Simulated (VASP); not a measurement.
Wanted: the native input for a VASP 6.6.1 run.

```
Task                   : band structure
Functional             : LDA
Potentials or basis    : VASP PAW LDA potentials, release 64 (Pt, Ti_sv)
Cutoff                 : 550 eV
k mesh                 : 11 × 11 × 11
Occupations            : methfessel-paxton, width 0.05 eV
Spin                   : no spin polarisation
Tolerance level        : screening
Purpose                : bands
Route                  : KPOINTS_OPT
Further INCAR settings : ALGO = Normal; EDIFF = 1e-07; NBANDS = 48
```

The structure of TiPt3 lies in POSCAR:

```
TiPt3
1.0
    3.8970000000      0.0000000000      0.0000000000
    0.0000000000      3.8970000000      0.0000000000
    0.0000000000      0.0000000000      3.8970000000
Pt Ti
3 1
Direct
    0.5000000000      0.5000000000      0.0000000000
    0.5000000000      0.0000000000      0.5000000000
    0.0000000000      0.5000000000      0.5000000000
    0.0000000000      0.0000000000      0.0000000000
```

The input as run:

INCAR

```
GGA = CA ; ISMEAR = 1
SIGMA = 0.05 ; LWAVE = F
LCHARG = F ; NBANDS = 48
PREC = Accurate ; LASPH = T
LREAL = F ; ALGO = Normal
EDIFF = 1E-7 ; NELM = 120
GGA_COMPAT = F ; ENCUT = 550
LMAXMIX = 4
```

KPOINTS

```
Automatic mesh
0
Gamma
  11 11 11
  0 0 0
```

KPOINTS_OPT

```
path GXMGRX,MR
12
line-mode
reciprocal
 0.0000000000  0.0000000000  0.0000000000  G
 0.0000000000  0.5000000000  0.0000000000  X

 0.0000000000  0.5000000000  0.0000000000  X
 0.5000000000  0.5000000000  0.0000000000  M

 0.5000000000  0.5000000000  0.0000000000  M
 0.0000000000  0.0000000000  0.0000000000  G

 0.0000000000  0.0000000000  0.0000000000  G
 0.5000000000  0.5000000000  0.5000000000  R

 0.5000000000  0.5000000000  0.5000000000  R
 0.0000000000  0.5000000000  0.0000000000  X

 0.5000000000  0.5000000000  0.0000000000  M
 0.5000000000  0.5000000000  0.5000000000  R
```

Potentials or basis: VASP PAW LDA potentials, release 64 (Pt, Ti_sv).

Run with:

```bash
$ cat potpaw_LDA.64/Pt/POTCAR potpaw_LDA.64/Ti_sv/POTCAR > POTCAR
$ mpirun -np 1 vasp_std > vasp.out
```

Results of the run:

```yaml
Pressure: -4.3 GPa
Band_gap_along_the_path: zero within the smearing
```

Caveat: the cell stands under tension; spin-orbit coupling is left out, which moves the levels of the heavy elements.

It took 3.4 min on 1 thread of Intel(R) Xeon(R) Platinum 8124M CPU @ 3.00GHz (Skylake/Cascade Lake), with other jobs on the host, peak memory 0.32 GiB.
